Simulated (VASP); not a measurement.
# Ga2SnSe3 (P4mm) in VASP: notebook

Runs on Ga2SnSe3. Level: PBE. Tasks: single point, relaxation of cell and atoms.

Program: VASP 6.6.1. These are calculated values, not measurements. Logs are shortened: lines on timing, memory, paths and dates and some standing lists are left out, and cuts for length are marked.

## 1. The cell of the first run

It takes space group P4mm (No. 99, tetragonal). Conventional cell: a = 4.033 Å, b = 4.033 Å, c = 8.626 Å, α = 90.00°, β = 90.00°, γ = 90.00°. Within 3.4 Å of Ga (site symmetry 4mm) lie 6 Se at 2.56 to 2.85 Å. Ga (site symmetry 4mm) has 5 Se at 2.62 to 2.85 Å and 1 Sn at 2.97 Å within 3.5 Å. Within 3.8 Å of Sn (site symmetry 4mm) lie 5 Se at 2.89 to 3.04 Å and 1 Ga at 2.97 Å. Se (site symmetry 4mm) has 5 Ga at 2.56 to 2.85 Å and 1 Se at 3.44 Å within 3.5 Å. Se (site symmetry 4mm) has 1 Ga at 2.63 Å and 4 Sn at 2.89 Å and 1 Se at 3.44 Å within 3.5 Å. Se (site symmetry 4mm) has 5 Ga at 2.62 to 2.85 Å and 1 Sn at 3.04 Å within 3.5 Å.

The cell was built from a structure type or drawn by symmetry, and may not be a known phase.

## 2. Single point, PBE

INCAR reads:

```
  PREC = Accurate
  ENCUT = 520
  EDIFF = 1E-7
  ISMEAR = 0
  SIGMA = 0.1
  LREAL = False
  LASPH = True
  NELM = 80
  ALGO = Normal
  ISIF = 2
  LWAVE = False
  LCHARG = False
  GGA = PE
  NBANDS = 38
```

KPOINTS reads:

```
regular mesh
0
Gamma
  4 4 2
```

POSCAR reads:

```
Ga2SnSe3
1.0
    4.0325108843      0.0000000000      0.0000000000
    0.0000000000      4.0325108843      0.0000000000
    0.0000000000      0.0000000000      8.6257224110
Ga Sn Se
2 1 3
Direct
    0.0000000000      0.0000000000     -0.0973569371
    0.5000000000      0.5000000000      0.6080911378
    0.5000000000      0.5000000000      0.2639651542
    0.0000000000      0.0000000000      0.6061754795
    0.0000000000      0.0000000000      0.2073542797
    0.5000000000      0.5000000000      0.9117708959
```

Potentials or basis: VASP PAW PBE potentials, release 64 (Ga_d, Sn_d, Se).

The run is started by

```bash
$ cat potpaw_PBE.64/Ga_d/POTCAR potpaw_PBE.64/Sn_d/POTCAR potpaw_PBE.64/Se/POTCAR > POTCAR
$ mpirun -np 1 vasp_std > vasp.out
```

OUTCAR:

```text
PREC = Accurate
   ENCUT = 520
   EDIFF = 1E-7
   ISMEAR = 0
   LREAL = False
   LASPH = True
   NELM = 80
   ISIF = 2
   GGA = PE

 ion  position               nearest neighbor table
   1  0.000  0.000  0.903-   4 2.56   5 2.63   6 2.85   6 2.85   6 2.85   6 2.85
   2  0.500  0.500  0.608-   6 2.62   4 2.85   4 2.85   4 2.85   4 2.85   3 2.97
   3  0.500  0.500  0.264-   5 2.89   5 2.89   5 2.89   5 2.89   2 2.97   6 3.04
   4  0.000  0.000  0.606-   1 2.56   2 2.85   2 2.85   2 2.85   2 2.85
   5  0.000  0.000  0.207-   1 2.63   3 2.89   3 2.89   3 2.89   3 2.89
   6  0.500  0.500  0.912-   2 2.62   1 2.85   1 2.85   1 2.85   1 2.85   3 3.04

  LATTYP: Found a simple tetragonal cell.
 ALAT       =     4.0325108843
 C/A-ratio  =     2.1390450413

  Lattice vectors:

 A1 = (   4.0325108843,   0.0000000000,   0.0000000000)
 A2 = (   0.0000000000,   4.0325108843,   0.0000000000)
 A3 = (   0.0000000000,   0.0000000000,   8.6257224110)

Analysis of symmetry for initial positions (statically):
=====================================================================
 Subroutine PRICEL returns:
 Original cell was already a primitive cell.

 Routine SETGRP: Setting up the symmetry group for a
 simple tetragonal supercell.

 Subroutine GETGRP returns: Found  8 space group operations
 (whereof  8 operations were pure point group operations)
 out of a pool of 16 trial point group operations.

The static configuration has the point symmetry C_4v.

Analysis of symmetry for dynamics (positions and initial velocities):
=====================================================================
 Subroutine PRICEL returns:
 Original cell was already a primitive cell.

 Routine SETGRP: Setting up the symmetry group for a
 simple tetragonal supercell.

 Subroutine GETGRP returns: Found  8 space group operations
 (whereof  8 operations were pure point group operations)
 out of a pool of 16 trial point group operations.

The dynamic configuration has the point symmetry C_4v.

 Subroutine INISYM returns: Found  8 space group operations
 (whereof  8 operations are pure point group operations),
 and found     1 'primitive' translations

----------------------------------------------------------------------------------------

                                     Primitive cell

  volume of cell :     140.2641

  direct lattice vectors                    reciprocal lattice vectors
     4.032510884  0.000000000  0.000000000     0.247984452  0.000000000  0.000000000
     0.000000000  4.032510884  0.000000000     0.000000000  0.247984452  0.000000000
     0.000000000  0.000000000  8.625722411     0.000000000  0.000000000  0.115932319

  length of vectors
     4.032510884  4.032510884  8.625722411     0.247984452  0.247984452  0.115932319

  position of ions in fractional coordinates (direct lattice)
     0.000000000  0.000000000  0.902643063
     0.500000000  0.500000000  0.608091138
     0.500000000  0.500000000  0.263965154
     0.000000000  0.000000000  0.606175480
     0.000000000  0.000000000  0.207354280
     0.500000000  0.500000000  0.911770896

  ion indices of the primitive-cell ions
   primitive index   ion index
                 1           1
                 2           2
                 3           3
                 4           4
                 5           5
                 6           6

----------------------------------------------------------------------------------------

 KPOINTS: regular mesh

Automatic generation of k-mesh.
 Grid dimensions read from file:
 generate k-points for:    4    4    2

 Generating k-lattice:

  Cartesian coordinates                     Fractional coordinates (reciprocal lattice)
     0.061996113  0.000000000  0.000000000     0.250000000  0.000000000  0.000000000
     0.000000000  0.061996113  0.000000000     0.000000000  0.250000000  0.000000000
     0.000000000  0.000000000  0.057966159     0.000000000  0.000000000  0.500000000

  Length of vectors
     0.061996113  0.061996113  0.057966159

  Shift w.r.t. Gamma in fractional coordinates (k-lattice)
     0.000000000  0.000000000  0.000000000

 Subroutine IBZKPT returns following result:
 ===========================================

 Found     12 irreducible k-points:

 Following reciprocal coordinates:
            Coordinates               Weight
  0.000000  0.000000  0.000000      1.000000
  0.250000  0.000000  0.000000      4.000000
  0.500000  0.000000  0.000000      2.000000
  0.250000  0.250000  0.000000      4.000000
  0.500000  0.250000  0.000000      4.000000
  0.500000  0.500000  0.000000      1.000000
  0.000000  0.000000  0.500000      1.000000
  0.250000  0.000000  0.500000      4.000000
  0.500000  0.000000  0.500000      2.000000
  0.250000  0.250000  0.500000      4.000000
  0.500000  0.250000  0.500000      4.000000
  0.500000  0.500000  0.500000      1.000000
   k-points           NKPTS =     12   k-points in BZ     NKDIM =     12   number of bands    NBANDS=     38
   number of dos      NEDOS =    301   number of ions     NIONS =      6
   total plane-waves  NPLWV =  57600
   dimension x,y,z NGX =    30 NGY =   30 NGZ =   64
   dimension x,y,z NGXF=    60 NGYF=   60 NGZF=  128
   ions per type =               2   1   3
   NGX,Y,Z   is equivalent  to a cutoff of  12.37, 12.37, 12.33 a.u.
   NGXF,Y,Z  is equivalent  to a cutoff of  24.74, 24.74, 24.67 a.u.
 SYSTEM =  unknown system
   PREC   = accura    normal or accurate (medium, high low for compatibility)
   ISTART =      0    job   : 0-new  1-cont  2-samecut
   ICHARG =      2    charge: 1-file 2-atom 10-const
   ISPIN  =      1    spin polarized calculation?
   LNONCOLLINEAR =      F non collinear calculations
   LSORBIT =      F    spin-orbit coupling
   LASPH  =      T    aspherical Exc in radial PAW
   ENCUT  =  520.0 eV  38.22 Ry    6.18 a.u.   7.50  7.50 16.04*2*pi/ulx,y,z
   NELM   =     80;   NELMIN=  2; NELMDL= -5     # of ELM steps
   EDIFF  = 0.1E-06   stopping-criterion for ELM
   LREAL  =      F    real-space projection
   EDIFFG = 0.1E-05   stopping-criterion for IOM
   NSW    =      0    number of steps for IOM
   IBRION =     -1    ionic relax: 0-MD 1-quasi-New 2-CG
   NFREE  =      0    steps in history (QN), initial steepest desc. (CG)
   ISIF   =      2    stress and relaxation
   ISYM   =      2    0-nonsym 1-usesym 2-fastsym
   POTIM  = 0.5000    time-step for ionic-motion
   TEBEG  =    0.0;   TEEND  =   0.0 temperature during run
   PSTRESS=    0.0 pullay stress
   NELECT =      58.0000    total number of electrons
   NUPDOWN=      -1.0000    fix difference up-down
   EMIN   =  10.00;   EMAX   =-10.00  energy-range for DOS
   EFERMI =   0.00;   METHOD = LEGACY
   ISMEAR =     0;   SIGMA  =   0.10  broadening in eV -4-tet -1-fermi 0-gaus
   EFERMI_NEDOS =   21; number of points for ismear=-14 and -15
   IALGO  =     38    algorithm
   IMIX   =      4    mixing-type and parameters
     AMIX     =   0.40;   BMIX     =  1.00
     AMIX_MAG =   1.60;   BMIX_MAG =  1.00
  volume/ion in A,a.u.               =      23.38       157.76
  Fermi-wavevector in a.u.,A,eV,Ry     =   1.219650  2.304805 20.239302  1.487547
  Thomas-Fermi vector in A             =   2.354895
   LORBIT       =      0    0 simple, 1 ext, 2 COOP (PROOUT), +10 PAW based schemes
   GGA     = PE    functional components
   LHFCALC =     F    Hartree Fock is set to
   AEXX    =    0.0000 exact exchange contribution
   IVDW    =     0    specifies the selected vdW correction
   LEPSILON=     F    determine dielectric tensor
   LRPA    =     F    only Hartree local field effects (RPA)
 non-spin polarized calculation
 Gauss-broadening in eV      SIGMA  =   0.10
  energy-cutoff  :      520.00
  volume of cell :      140.26
 maximum number of plane-waves:      3801
 NGX is ok and might be reduce to    30
   NGX = 15   NGY = 15   NGZ = 33

 number of electron      58.0000029 magnetization

 Free energy of the ion-electron system (eV)
  ---------------------------------------------------
  ext. energy  EPLUGINS =         0.00000000
  ---------------------------------------------------
  free energy    TOTEN  =       -22.26609248 eV

  energy without entropy =      -22.25118012  energy(sigma->0) =      -22.25863630

 E-fermi :   5.1097     XC(G=0):  -9.9443

 val. band max:        5.0696154079   @ k =   0.0000   0.0000   0.0000
 cond. band min:       5.1543323094   @ k =   0.2500   0.2500   0.0000
 fundamental gap:      0.0847169015
 Fermi energy:         5.1097287492

 k-point     1 :       0.0000    0.0000    0.0000
  band No.  band energies     occupation
      1     -16.8212      2.00000
      2     -16.8057      2.00000
      3     -16.7813      2.00000
      4     -16.7609      2.00000
      5     -16.7609      2.00000
      6     -10.0776      2.00000
[... 30 lines left out ...]
     37      11.2094      0.00000
     38      11.4550      0.00000

 k-point     2 :       0.2500    0.0000    0.0000
  band No.  band energies     occupation
      1     -16.8129      2.00000
      2     -16.8128      2.00000
      3     -16.7734      2.00000
      4     -16.7650      2.00000
      5     -16.7604      2.00000
      6     -10.0525      2.00000
[... 30 lines left out ...]
     37       9.7736      0.00000
     38      10.8478      0.00000

 k-point     3 :       0.5000    0.0000    0.0000
  band No.  band energies     occupation
      1     -16.8198      2.00000
      2     -16.8065      2.00000
      3     -16.7696      2.00000
      4     -16.7632      2.00000
      5     -16.7599      2.00000
      6     -10.0283      2.00000
[... 30 lines left out ...]
     37       8.0048      0.00000
     38      11.3078      0.00000

 k-point     4 :       0.2500    0.2500    0.0000
  band No.  band energies     occupation
      1     -16.8236      2.00000
      2     -16.8023      2.00000
      3     -16.7687      2.00000
      4     -16.7642      2.00000
      5     -16.7642      2.00000
      6     -10.0450      2.00000
[... 30 lines left out ...]
     37      10.9736      0.00000
     38      11.4607      0.00000

 k-point     5 :       0.5000    0.2500    0.0000
  band No.  band energies     occupation
      1     -16.8342      2.00000
      2     -16.7938      2.00000
      3     -16.7685      2.00000
      4     -16.7638      2.00000
      5     -16.7611      2.00000
      6     -10.0349      2.00000
[... 30 lines left out ...]
     37      10.9066      0.00000
     38      11.3020      0.00000

 k-point     6 :       0.5000    0.5000    0.0000
  band No.  band energies     occupation
      1     -16.8482      2.00000
      2     -16.7825      2.00000
      3     -16.7675      2.00000
      4     -16.7675      2.00000
      5     -16.7579      2.00000
      6     -10.0865      2.00000
[... 30 lines left out ...]
     37      12.5738      0.00000
     38      12.5740      0.00000

 k-point     7 :       0.0000    0.0000    0.5000
  band No.  band energies     occupation
      1     -16.8212      2.00000
      2     -16.8057      2.00000
      3     -16.7813      2.00000
      4     -16.7609      2.00000
      5     -16.7609      2.00000
      6     -10.0714      2.00000
[... 30 lines left out ...]
     37      11.0031      0.00000
     38      11.0050      0.00000

 k-point     8 :       0.2500    0.0000    0.5000
  band No.  band energies     occupation
      1     -16.8129      2.00000
      2     -16.8128      2.00000
      3     -16.7734      2.00000
      4     -16.7650      2.00000
      5     -16.7604      2.00000
      6     -10.0465      2.00000
[... 30 lines left out ...]
     37      10.1853      0.00000
     38      10.4748      0.00000

 k-point     9 :       0.5000    0.0000    0.5000
  band No.  band energies     occupation
      1     -16.8198      2.00000
      2     -16.8065      2.00000
      3     -16.7696      2.00000
      4     -16.7631      2.00000
      5     -16.7599      2.00000
      6     -10.0221      2.00000
[... 30 lines left out ...]
     37       8.5456      0.00000
     38       9.5504      0.00000

 k-point    10 :       0.2500    0.2500    0.5000
  band No.  band energies     occupation
      1     -16.8236      2.00000
      2     -16.8023      2.00000
      3     -16.7687      2.00000
      4     -16.7642      2.00000
      5     -16.7642      2.00000
      6     -10.0398      2.00000
[... 30 lines left out ...]
     37      10.3373      0.00000
     38      10.4750      0.00000

 k-point    11 :       0.5000    0.2500    0.5000
  band No.  band energies     occupation
      1     -16.8342      2.00000
      2     -16.7938      2.00000
      3     -16.7685      2.00000
      4     -16.7638      2.00000
      5     -16.7611      2.00000
      6     -10.0328      2.00000
[... 30 lines left out ...]
     37      10.1288      0.00000
     38      10.2503      0.00000

 k-point    12 :       0.5000    0.5000    0.5000
  band No.  band energies     occupation
      1     -16.8482      2.00000
      2     -16.7825      2.00000
      3     -16.7675      2.00000
      4     -16.7675      2.00000
      5     -16.7578      2.00000
      6     -10.0865      2.00000
[... 30 lines left out ...]
     37      11.0807      0.00000
     38      11.8343      0.00000

------------------------ aborting loop because EDIFF is reached ----------------------------------------

  FORCE on cell =-STRESS in cart. coord.  units (eV):
  Direction    XX          YY          ZZ          XY          YZ          ZX
  --------------------------------------------------------------------------------------
  -------------------------------------------------------------------------------------
  Total       -0.0253983     -0.0253983      0.0812168      0.0000000      0.0000000      0.0000000
  in kB       -0.2901140     -0.2901140      0.9277046      0.0000000      0.0000000      0.0000000
  external PRESSURE =       0.1158255 kB  Pullay stress =       0.0000000 kB

 VOLUME and BASIS-vectors are now :
 -----------------------------------------------------------------------------
  energy-cutoff  :      520.00
  volume of cell :      140.26
      direct lattice vectors                 reciprocal lattice vectors
     4.032510884  0.000000000  0.000000000     0.247984452  0.000000000  0.000000000
     0.000000000  4.032510884  0.000000000     0.000000000  0.247984452  0.000000000
     0.000000000  0.000000000  8.625722411     0.000000000  0.000000000  0.115932319

 POSITION                                       TOTAL-FORCE (eV/Angst)
 -----------------------------------------------------------------------------------
      0.00000      0.00000      7.78595         0.000000      0.000000      0.006181
      2.01626      2.01626      5.24523         0.000000      0.000000     -0.014515
      2.01626      2.01626      2.27689         0.000000     -0.000000      0.005442
      0.00000      0.00000      5.22870         0.000000      0.000000     -0.006386
      0.00000      0.00000      1.78858         0.000000      0.000000     -0.008966
      2.01626      2.01626      7.86468         0.000000      0.000000      0.018245
 -----------------------------------------------------------------------------------
    total drift:                                0.000000      0.000000      0.000933

  FREE ENERGIE OF THE ION-ELECTRON SYSTEM (eV)
  ---------------------------------------------------
  free  energy   TOTEN  =       -22.2660924766 eV

  energy  without entropy=      -22.2511801237  energy(sigma->0) =      -22.25863630
```

Wall time 32 s (1 thread of Intel Xeon 6975P-C (Granite Rapids), shared host); peak memory 0.25 GiB.

Results:

* Free energy: -22.2661 eV
* Pressure: 0.0 GPa
* Largest force: 0.018 eV/Å
* Band gap on the k mesh: zero (bands 29 and 30 overlap by 1.57 eV)

Forces on the atoms (eV/Å):
```
Ga   0.000  0.000  0.006
Ga   0.000  0.000 -0.015
Sn   0.000  0.000  0.005
Se   0.000  0.000 -0.006
Se   0.000  0.000 -0.009
Se   0.000  0.000  0.018
```

Stress tensor (GPa, compression positive):
```
-0.03  0.00  0.00
 0.00 -0.03  0.00
 0.00  0.00  0.09
```

Levels at points of the mesh, in eV from the Fermi level:
```tsv
k point	band 27	band 28	band 29	band 30	band 31	band 32
(0.00, 0.00, 0.00)	-2.10	-1.91	-1.91	-0.04	1.88	3.23
(0.50, 0.00, 0.00)	-1.58	-1.54	0.73	0.97	1.29	1.42
(0.50, 0.50, 0.00)	-3.71	-2.48	-1.04	-0.84	0.59	3.52
(0.00, 0.00, 0.50)	-1.68	-1.68	-1.52	0.17	1.87	3.47
(0.50, 0.00, 0.50)	-1.32	-0.78	0.44	0.49	1.30	1.72
(0.50, 0.50, 0.50)	-3.34	-3.34	-3.02	0.80	2.80	2.80
```

Caveat: the k points lie up to 0.39 Å⁻¹ apart, too coarse for converged energies and pressures of a metal; spin-orbit coupling is left out, which moves the levels of the heavy elements.

[end of part 1 of 2]
